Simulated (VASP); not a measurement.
## Li16H (a cell with a defect): single point with PBE

System: Li16H (a cell with a defect).

```
Li H
1.0
     6.98000    0.00000    0.00000
     0.00000    6.98000    0.00000
     0.00000    0.00000    6.98000
Li H
16 1
Direct
  0.02272 0.99577 0.00011
  0.47572 0.99620 0.00009
  0.98218 0.52008 0.99989
  0.00797 0.00757 0.50011
  0.25031 0.25425 0.22769
  0.51632 0.52030 0.99989
  0.49130 0.00718 0.50010
  0.75030 0.24210 0.24127
  0.98712 0.48539 0.50000
  0.24960 0.72943 0.26744
  0.25032 0.25441 0.77185
  0.51213 0.48606 0.50000
  0.75000 0.76452 0.26113
  0.75031 0.24200 0.75852
  0.24959 0.72950 0.73213
  0.75000 0.76472 0.73867
  0.24909 0.12644 0.99969
```

```
Program                : VASP 6.6.1
Task                   : single point
Functional             : PBE
Potentials or basis    : VASP PAW PBE potentials, release 64 (Li_sv, H)
Cutoff                 : 520 eV
k mesh                 : 3 × 3 × 3
Occupations            : gaussian, width 0.1 eV
Spin                   : no spin polarisation
Dipole correction      : no
Further INCAR settings : LREAL = Auto; ALGO = Normal; EDIFF = 1e-07; NBANDS = 38
```

| Item | Value |
| --- | --- |
| Largest force | 0.012 eV/Å |
| Band gap on the k mesh | zero (an odd number of electrons rules out a gap without spin polarisation) |

Forces on the atoms (eV/Å):
```
Li   0.009  0.002 -0.002
Li  -0.001 -0.004 -0.002
Li   0.009 -0.005 -0.001
Li   0.006  0.001 -0.002
Li  -0.007  0.006 -0.007
Li   0.007 -0.004 -0.001
Li   0.002  0.002 -0.003
Li  -0.010 -0.001  0.000
Li   0.005  0.005 -0.001
Li  -0.002  0.002 -0.001
Li  -0.007  0.004  0.009
Li   0.004 -0.001 -0.001
Li  -0.004 -0.003  0.001
Li  -0.010  0.000  0.002
Li  -0.002  0.002  0.004
Li  -0.004 -0.006  0.003
H    0.005 -0.001  0.002
```

Levels at points of the mesh, in eV from the Fermi level:
```csv
k point,band 22,band 23,band 24,band 25,band 26,band 27
"(0.00, 0.00, 0.00)",-1.11,-1.06,-0.34,0.25,0.28,0.28
```

Wall time 4.9 min on 1 thread of Intel(R) Xeon(R) Platinum 8259CL CPU @ 2.50GHz (Skylake/Cascade Lake), with other jobs on the host, peak memory 0.41 GiB.
